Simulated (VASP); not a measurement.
# Ti5Sn19O48 (P1) in VASP: single point with PBEsol

Aim: the single point of Ti5Sn19O48 with PBEsol.

Program: VASP 6.6.1. These are calculated values, not measurements. Logs are shortened: lines on timing, memory, paths and dates and some standing lists are left out, and cuts for length are marked.

### Step 1. The cell of the first run

The typed cell holds 72 atoms: a = 9.471 Å, b = 9.471 Å, c = 9.481 Å, α = 90.00°, β = 90.00°, γ = 90.00°.

### Step 2. Single point, PBEsol

The input, INCAR:

```
PREC     = Accurate       # precision mode
ENCUT    = 520            # plane-wave cutoff, eV
EDIFF    = 1E-6           # SCF threshold, eV
ISMEAR   = -1             # smearing method
SIGMA    = 0.05           # smearing width, eV
LREAL    = Auto         
LASPH    = T              # aspherical terms in the spheres
NELM     = 80             # most SCF steps
ALGO     = Normal         # electronic algorithm
ISIF     = 2              # what is computed and relaxed
LWAVE    = F              # write WAVECAR
LCHARG   = T              # write CHGCAR
GGA      = PS             # functional
LELF     = T              # ELF
LVHAR    = T            
NBANDS   = 349            # bands
```

The input, KPOINTS:

```
Automatic mesh
0
Gamma
  1 1 1
  0.5 0.5 0.5
```

The input, POSCAR:

```
Ti5Sn19O48
1.0
    9.4705920000      0.0000000000      0.0000000000
    0.0000000000      9.4705920000      0.0000000000
    0.0000000000      0.0000000000      9.4805620000
Sn Ti O
19 5 48
Direct
    0.9957190000      0.9997770000      0.0000050000
    0.0019290000      0.9989090000      0.6647790000
    0.9995010000      0.4991390000      0.0010690000
    0.9974360000      0.4987010000      0.3311620000
    0.0003540000      0.4971820000      0.6675810000
    0.5011440000      0.9991140000      0.9949300000
    0.5004080000      0.0030810000      0.6676680000
    0.5018440000      0.5025120000      0.9975290000
    0.4974010000      0.4979600000      0.3305690000
    0.4992140000      0.5000050000      0.6681260000
    0.2497060000      0.2492580000      0.5005990000
    0.2483220000      0.2484320000      0.8366570000
    0.2473060000      0.7497540000      0.1694530000
    0.2496040000      0.7506660000      0.5033700000
    0.2549420000      0.7491410000      0.8326220000
    0.7513970000      0.2512310000      0.1651370000
    0.7520160000      0.2459290000      0.4988770000
    0.7496980000      0.2489460000      0.8342480000
    0.7518170000      0.7499220000      0.5017300000
    0.9996830000      0.0037850000      0.3325630000
    0.4972260000      0.0002000000      0.3347190000
    0.2501590000      0.2560260000      0.1705090000
    0.7484700000      0.7484740000      0.1666990000
    0.7529220000      0.7514730000      0.8304300000
    0.1520180000      0.1515640000      0.0042700000
    0.1549660000      0.1530710000      0.3358220000
    0.1524450000      0.1486800000      0.6690490000
    0.1570200000      0.6535920000      0.9988960000
    0.1494280000      0.6520580000      0.3285970000
    0.1532340000      0.6549850000      0.6690600000
    0.6531840000      0.1554710000      0.9950340000
    0.6530270000      0.1481820000      0.3350410000
    0.6543730000      0.1510190000      0.6711530000
    0.6548830000      0.6546290000      0.9973750000
    0.6504960000      0.6542490000      0.3356580000
    0.6519000000      0.6542240000      0.6670380000
    0.3462490000      0.3473700000      0.9990190000
    0.3481990000      0.3502320000      0.3298030000
    0.3428200000      0.3466930000      0.6677010000
    0.3431780000      0.8465640000      0.0004350000
    0.3484780000      0.8510850000      0.3356630000
    0.3456320000      0.8471620000      0.6651300000
    0.8479680000      0.3483310000      0.0025070000
    0.8437870000      0.3471730000      0.3337160000
    0.8461070000      0.3447060000      0.6668720000
    0.8443660000      0.8487080000      0.9975700000
    0.8499730000      0.8458020000      0.3352680000
    0.8510840000      0.8459760000      0.6653740000
    0.0955570000      0.4054460000      0.1684180000
    0.1029610000      0.4029580000      0.4997820000
    0.0992360000      0.4052910000      0.8313940000
    0.1005260000      0.8984930000      0.1674070000
    0.1000790000      0.9012020000      0.4959520000
    0.0995920000      0.8999910000      0.8296010000
    0.5927860000      0.4010910000      0.1662260000
    0.5961970000      0.4004920000      0.4969340000
    0.5983300000      0.4015780000      0.8307630000
    0.5962910000      0.9033330000      0.1689270000
    0.5989040000      0.9029360000      0.5018740000
    0.5935110000      0.9008130000      0.8325790000
    0.4060690000      0.0982570000      0.1647490000
    0.4027560000      0.0988120000      0.5026950000
    0.3990720000      0.0993350000      0.8337250000
    0.3989760000      0.5984590000      0.1624180000
    0.4024140000      0.5935550000      0.4988750000
    0.4040700000      0.5940360000      0.8346790000
    0.9000590000      0.0996030000      0.1660280000
    0.9028790000      0.1002590000      0.5001350000
    0.9027880000      0.1000650000      0.8345350000
    0.9061860000      0.5996700000      0.1657210000
    0.8996100000      0.6002260000      0.4987570000
    0.9047040000      0.5972610000      0.8341260000
```

Potentials or basis: VASP PAW PBE potentials, release 64 (Sn_d, Ti_sv, O).

Launch:

```sh
$ cat potpaw_PBE.64/Sn_d/POTCAR potpaw_PBE.64/Ti_sv/POTCAR potpaw_PBE.64/O/POTCAR > POTCAR
$ mpirun -np 1 vasp_std > vasp.out
```

OUTCAR:

```text
PREC = Accurate
   ENCUT = 520
   EDIFF = 1E-6
   ISMEAR = -1
   LREAL = Auto
   LASPH = T
   NELM = 80
   ISIF = 2
   GGA = PS

 ion  position               nearest neighbor table
   1  0.996  1.000  0.000-  46 2.03  69 2.03  67 2.05  25 2.06  52 2.10  54 2.11  20 3.15   2 3.18
                            18 3.67  16 3.67  12 3.70  13 3.72
   2  0.002  0.999  0.665-  27 2.01  48 2.03  54 2.04  68 2.06  53 2.07  69 2.10  20 3.15   1 3.18
                            14 3.66  17 3.68  11 3.68  19 3.68  12 3.70  15 3.72  18 3.73
   3  1.000  0.499  0.001-  43 2.02  70 2.03  49 2.03  72 2.04  51 2.07  28 2.09   4 3.13   5 3.16
                            16 3.67  12 3.69  13 3.70  18 3.70  15 3.74
   4  0.997  0.499  0.331-  49 2.01  70 2.03  44 2.04  29 2.05  71 2.08  50 2.09   3 3.13   5 3.19
                            16 3.66  13 3.69  17 3.70  19 3.70  11 3.72  14 3.75
   5  0.000  0.497  0.668-  51 2.01  72 2.05  45 2.05  50 2.07  30 2.08  71 2.10   3 3.16   4 3.19
                            11 3.69  12 3.69  18 3.70  19 3.71  17 3.71  14 3.71  15 3.74
   6  0.501  0.999  0.995-  60 2.00  63 2.04  31 2.07  61 2.07  40 2.08  58 2.09   7 3.10  21 3.22
                            15 3.66  18 3.67  12 3.68  16 3.73  13 3.75
   7  0.500  0.003  0.668-  33 2.02  62 2.03  60 2.04  63 2.06  59 2.06  42 2.08   6 3.10  21 3.16
                            18 3.67  17 3.68  11 3.69  15 3.69  12 3.70  14 3.71  19 3.73
   8  0.502  0.503  0.998-  66 2.00  34 2.04  64 2.05  55 2.05  57 2.06  37 2.08  10 3.12   9 3.16
                            15 3.66  18 3.70  16 3.71  12 3.73  13 3.74
   9  0.497  0.498  0.331-  38 1.99  55 2.02  65 2.04  56 2.05  35 2.07  64 2.08   8 3.16  10 3.20
                            13 3.69  11 3.69  16 3.70  14 3.73  17 3.75
  10  0.499  0.500  0.668-  66 2.02  57 2.03  65 2.05  36 2.06  39 2.07  56 2.09   8 3.12   9 3.20
                            15 3.65  14 3.70  11 3.71  18 3.71  19 3.72  12 3.72  17 3.75
  11  0.250  0.249  0.501-  50 2.01  26 2.02  62 2.03  39 2.03  27 2.08  38 2.10  22 3.13  12 3.19
                             2 3.68   7 3.69   5 3.69   9 3.69  10 3.71   4 3.72
  12  0.248  0.248  0.837-  63 2.01  37 2.03  25 2.05  51 2.05  39 2.06  27 2.06  22 3.17  11 3.19
                             6 3.68   3 3.69   5 3.69   7 3.70   1 3.70   2 3.70  10 3.72   8 3.73
  13  0.247  0.750  0.169-  52 1.98  29 2.00  64 2.03  28 2.04  40 2.06  41 2.08  14 3.17  15 3.19
                             4 3.69   9 3.69   3 3.70   1 3.72   8 3.74   6 3.75
  14  0.250  0.751  0.503-  42 2.00  53 2.01  30 2.03  41 2.08  65 2.08  29 2.13  15 3.12  13 3.17
                             2 3.66  10 3.70   5 3.71   7 3.71   9 3.73   4 3.75
  15  0.255  0.749  0.833-  40 2.02  42 2.03  30 2.03  66 2.04  28 2.04  54 2.05  14 3.12  13 3.19
                            10 3.65   8 3.66   6 3.66   7 3.69   2 3.72   5 3.74   3 3.74
  16  0.751  0.251  0.165-  67 2.01  43 2.01  44 2.04  55 2.07  31 2.07  32 2.10  18 3.14  17 3.16
                             4 3.66   3 3.67   1 3.67   9 3.70   8 3.71   6 3.73
  17  0.752  0.246  0.499-  68 1.99  44 2.03  32 2.04  45 2.05  56 2.08  33 2.08  16 3.16  18 3.18
                             7 3.68   2 3.68   4 3.70   5 3.71   9 3.75  10 3.75
  18  0.750  0.249  0.834-  31 1.99  33 2.02  69 2.02  57 2.04  45 2.04  43 2.07  16 3.14  17 3.18
                             6 3.67   1 3.67   7 3.67   5 3.70   8 3.70   3 3.70  10 3.71   2 3.73
  19  0.752  0.750  0.502-  71 1.99  48 2.03  36 2.04  47 2.04  59 2.05  35 2.05  24 3.12  23 3.18
                             2 3.68   4 3.70   5 3.71  10 3.72   7 3.73
  20  1.000  0.004  0.333-  26 2.04  68 2.05  67 2.05  53 2.06  47 2.06  52 2.09   2 3.15   1 3.15

  21  0.497  0.000  0.335-  41 1.99  32 2.04  58 2.05  61 2.05  62 2.05  59 2.07   7 3.16   6 3.22

  22  0.250  0.256  0.171-  38 1.98  49 2.04  26 2.05  37 2.05  25 2.08  61 2.10  11 3.13  12 3.17

  23  0.748  0.748  0.167-  34 2.04  70 2.05  35 2.06  58 2.06  46 2.07  47 2.08  19 3.18
  24  0.753  0.751  0.830-  46 2.03  48 2.03  36 2.04  72 2.05  34 2.05  60 2.07  19 3.12
  25  0.152  0.152  0.004-  12 2.05   1 2.06  22 2.08
  26  0.155  0.153  0.336-  11 2.02  20 2.04  22 2.05
  27  0.152  0.149  0.669-   2 2.01  12 2.06  11 2.08
  28  0.157  0.654  0.999-  15 2.04  13 2.04   3 2.09
  29  0.149  0.652  0.329-  13 2.00   4 2.05  14 2.13
  30  0.153  0.655  0.669-  14 2.03  15 2.03   5 2.08
[... 40 lines left out ...]
  71  0.900  0.600  0.499-  19 1.99   4 2.08   5 2.10
  72  0.905  0.597  0.834-   3 2.04  24 2.05   5 2.05

  LATTYP: Found a simple tetragonal cell.
 ALAT       =     9.4705920000
 C/A-ratio  =     1.0010527325

  Lattice vectors:

 A1 = (   9.4705920000,   0.0000000000,   0.0000000000)
 A2 = (   0.0000000000,   9.4705920000,   0.0000000000)
[... 227 lines left out ...]
   number of dos      NEDOS =    301   number of ions     NIONS =     72
   total plane-waves  NPLWV = 352800
   dimension x,y,z NGX =    70 NGY =   70 NGZ =   72
   dimension x,y,z NGXF=   140 NGYF=  140 NGZF=  144
   ions per type =              19   5  48
   NGX,Y,Z   is equivalent  to a cutoff of  12.29, 12.29, 12.63 a.u.
   NGXF,Y,Z  is equivalent  to a cutoff of  24.58, 24.58, 25.25 a.u.
 SYSTEM =  unknown system
   PREC   = accura    normal or accurate (medium, high low for compatibility)
   ISTART =      0    job   : 0-new  1-cont  2-samecut
   ICHARG =      2    charge: 1-file 2-atom 10-const
   ISPIN  =      1    spin polarized calculation?
   LNONCOLLINEAR =      F non collinear calculations
   LSORBIT =      F    spin-orbit coupling
   LASPH  =      T    aspherical Exc in radial PAW
   ENCUT  =  520.0 eV  38.22 Ry    6.18 a.u.  17.61 17.61 17.63*2*pi/ulx,y,z
   NELM   =     80;   NELMIN=  2; NELMDL= -5     # of ELM steps
   EDIFF  = 0.1E-05   stopping-criterion for ELM
   LREAL  =      T    real-space projection
   EDIFFG = 0.1E-04   stopping-criterion for IOM
   NSW    =      0    number of steps for IOM
[... 5 lines left out ...]
   TEBEG  =    0.0;   TEEND  =   0.0 temperature during run
   PSTRESS=    0.0 pullay stress
   NELECT =     614.0000    total number of electrons
   NUPDOWN=      -1.0000    fix difference up-down
   EMIN   =  10.00;   EMAX   =-10.00  energy-range for DOS
   EFERMI =   0.00;   METHOD = LEGACY
   ISMEAR =    -1;   SIGMA  =   0.05  broadening in eV -4-tet -1-fermi 0-gaus
   EFERMI_NEDOS =   21; number of points for ismear=-14 and -15
   IALGO  =     38    algorithm
   IMIX   =      4    mixing-type and parameters
     AMIX     =   0.40;   BMIX     =  1.00
     AMIX_MAG =   1.60;   BMIX_MAG =  1.00
  volume/ion in A,a.u.               =      11.81        79.70
  Fermi-wavevector in a.u.,A,eV,Ry     =   1.468706  2.775452 29.349087  2.157097
  Thomas-Fermi vector in A             =   2.584171
   LORBIT       =      0    0 simple, 1 ext, 2 COOP (PROOUT), +10 PAW based schemes
   GGA     = PS    functional components
   LHFCALC =     F    Hartree Fock is set to
   AEXX    =    0.0000 exact exchange contribution
   IVDW    =     0    specifies the selected vdW correction
   LEPSILON=     F    determine dielectric tensor
   LRPA    =     F    only Hartree local field effects (RPA)
 non-spin polarized calculation
  energy-cutoff  :      520.00
  volume of cell :      850.33
 maximum number of plane-waves:     22784
   NGX = 35   NGY = 35   NGZ = 35

 number of electron     614.0000040 magnetization

 Free energy of the ion-electron system (eV)
  ---------------------------------------------------
  ext. energy  EPLUGINS =         0.00000000
  ---------------------------------------------------
  free energy    TOTEN  =      -513.55768728 eV

  energy without entropy =     -513.55768727  energy(sigma->0) =     -513.55768728

 E-fermi :   6.4018     XC(G=0): -11.4747

 val. band max:        5.3294639927   @ k =   0.5000   0.5000   0.5000
 cond. band min:       7.4586423911   @ k =   0.5000   0.5000   0.5000
 fundamental gap:      2.1291783984
 Fermi energy:         6.4018131910

 k-point     1 :       0.5000    0.5000    0.5000
  band No.  band energies     occupation
      1     -51.6355      2.00000
      2     -51.5735      2.00000
      3     -51.5397      2.00000
      4     -51.5364      2.00000
      5     -51.3412      2.00000
      6     -27.9876      2.00000
[... 311 lines left out ...]
    318       8.0911      0.00000
    319       8.2294      0.00000
 [bands above 319 left out]

------------------------ aborting loop because EDIFF is reached ----------------------------------------

  FORCE on cell =-STRESS in cart. coord.  units (eV):
  Direction    XX          YY          ZZ          XY          YZ          ZX
  --------------------------------------------------------------------------------------
  -------------------------------------------------------------------------------------
  Total        6.7478370      7.0208713      5.7633993     -0.9298338     -0.1599636      0.7591138
  in kB       12.7141354     13.2285810     10.8592781     -1.7519736     -0.3014000      1.4303066
  external PRESSURE =      12.2673315 kB  Pullay stress =       0.0000000 kB

 VOLUME and BASIS-vectors are now :
 -----------------------------------------------------------------------------
  energy-cutoff  :      520.00
  volume of cell :      850.33
      direct lattice vectors                 reciprocal lattice vectors
     9.470592000  0.000000000  0.000000000     0.105590020  0.000000000  0.000000000
     0.000000000  9.470592000  0.000000000     0.000000000  0.105590020  0.000000000
     0.000000000  0.000000000  9.480562000     0.000000000  0.000000000  0.105478979

 POSITION                                       TOTAL-FORCE (eV/Angst)
 -----------------------------------------------------------------------------------
      9.43005      9.46848      0.00005         1.244627     -0.277516     -0.088374
      0.01827      9.46026      6.30248         0.086333     -0.108586      0.353262
      9.46587      4.72714      0.01013         0.733014      0.732919     -0.514028
      9.44631      4.72299      3.13960         0.066229      0.470102      1.044246
      0.00335      4.70861      6.32904        -0.065980      0.556453     -0.633226
      4.74613      9.46220      9.43250        -0.545989      0.011741      1.698455
[... 64 lines left out ...]
      8.51984      5.68450      4.72850         1.015625     -1.100437      0.260672
      8.56808      5.65642      7.90798        -1.329829      1.173596     -0.167088
 -----------------------------------------------------------------------------------
    total drift:                               -0.029376      0.042014      0.044190

  FREE ENERGIE OF THE ION-ELECTRON SYSTEM (eV)
  ---------------------------------------------------
  free  energy   TOTEN  =      -513.5576872776 eV

  energy  without entropy=     -513.5576872742  energy(sigma->0) =     -513.55768728
```

Wall time 12 min (1 thread of AMD EPYC 7R43 (Zen 3), shared host); peak memory 0.78 GiB.

What came out:

```
Free energy            : -513.5577 eV
Pressure               : 1.2 GPa
Largest force          : 2.974 eV/Å
Band gap on the k mesh : 2.13 eV
```

Forces in eV/Å, atoms in the order of the input:
```
Sn   1.245 -0.278 -0.088
Sn   0.086 -0.109  0.353
Sn   0.733  0.733 -0.514
Sn   0.066  0.470  1.044
Sn  -0.066  0.556 -0.633
Sn  -0.546  0.012  1.698
Sn  -0.275 -0.446 -0.413
Sn  -0.162 -0.580  0.679
Sn   0.643  0.991  0.294
Sn   0.165 -0.502 -1.081
Sn   0.360 -0.073  0.330
Sn  -0.378  0.112 -0.161
Sn   0.713 -0.017 -0.569
Sn   0.111 -0.747 -1.367
Sn  -0.636  0.167  0.570
Sn  -1.174 -0.226  0.569
Sn  -1.252  0.630  0.414
Sn   0.386  0.535 -0.371
Sn  -0.781  0.404 -0.669
Ti   0.122 -0.793 -0.185
Ti   0.145 -0.055 -0.650
Ti   0.405 -0.549 -0.558
Ti  -0.270  0.348  0.136
Ti   0.010 -0.254  0.622
O    0.384  0.648  1.155
O   -0.725 -0.447 -1.560
O    0.153  0.380 -0.280
O   -0.742 -0.692 -0.032
O    0.196 -0.079  1.181
O   -0.432 -0.603 -0.287
O   -0.380 -0.498  0.872
O   -0.811 -0.615 -0.447
O   -0.056 -0.041 -0.628
O    1.250  1.148  0.176
O    0.652  0.418 -1.686
O    0.678  0.565  1.444
O   -0.453 -0.328  1.600
O   -1.390 -1.346 -0.949
O    0.417  0.278  0.095
O    0.864  0.624  0.069
O    0.766  0.573  0.011
O    0.779  0.533  0.274
O   -0.062  0.047 -0.386
O    0.458  0.362 -0.143
O    0.327  0.369 -0.130
O   -1.242 -1.328 -0.005
O    0.419  0.695 -1.486
O   -0.736 -0.473  1.533
O    1.483 -1.698 -0.237
O   -0.886  0.571 -0.198
O    0.077 -0.389  0.535
O   -1.913  1.990  1.108
O   -1.230  1.269 -1.128
O   -0.510  0.458  0.532
O    0.491 -0.204 -0.375
O    0.080 -0.132  0.418
O   -0.056  0.128  0.320
O    0.658 -0.606  0.781
O   -0.679  0.706 -1.080
O    1.407 -1.228 -0.278
O   -0.553  0.468  1.366
O    0.570 -0.539 -1.401
O    0.433 -0.386 -0.134
O    0.566 -0.323  0.374
O   -0.412  0.433  0.143
O   -0.276  0.396 -0.419
O    1.101 -1.095  1.412
O    1.304 -1.316 -1.279
O    0.326 -0.374 -0.343
O   -1.631  1.276 -0.052
O    1.016 -1.100  0.261
O   -1.330  1.174 -0.167
```

Stress tensor (GPa, compression positive):
```
 1.27 -0.18  0.14
-0.18  1.32 -0.03
 0.14 -0.03  1.09
```

Caveat: the k points lie up to 0.66 Å⁻¹ apart; the PAW data sets were made with another functional, which shifts forces and pressure a little; spin-orbit coupling is left out, which moves the levels of the heavy elements; a shifted mesh leaves out Γ, where band edges can lie. A k mesh can miss the band edges.
